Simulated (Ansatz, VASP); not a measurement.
**Y: VASP beside Ansatz**

```
Y
1.0
    -1.97620    2.41155    1.76342
     2.41155   -1.97620    1.76342
     3.87267    3.87267   -0.96608
Y
2
Cartesian
  2.2293 -1.7940 1.7634
  1.2393 3.0687 1.2804
```

Alike in both runs: task single point; functional r2SCAN; k mesh 11 × 11 × 6; occupations fermi-dirac, width 0.1 eV; no spin polarisation.

|  | VASP | Ansatz |
| --- | --- | --- |
| version | VASP 6.6.1 | Ansatz 0.2.0 |
| potentials or method | VASP PAW PBE potentials, release 64 (Y_sv), cutoff 520 eV | plane waves (500 eV) with PAW, scalar-relativistic |
| valence electrons in the cell | 22 | 22 |

VASP gave:

* pressure (GPa): 3.8
* traceless stress, the component that is largest in VASP (GPa): -0.09

Question: Estimate Ansatz's values.

Answer: Pressure (GPa): 3.7; traceless stress, the component that is largest in VASP (GPa): -0.09.

VASP's potentials were made for PBE, not for r2SCAN.
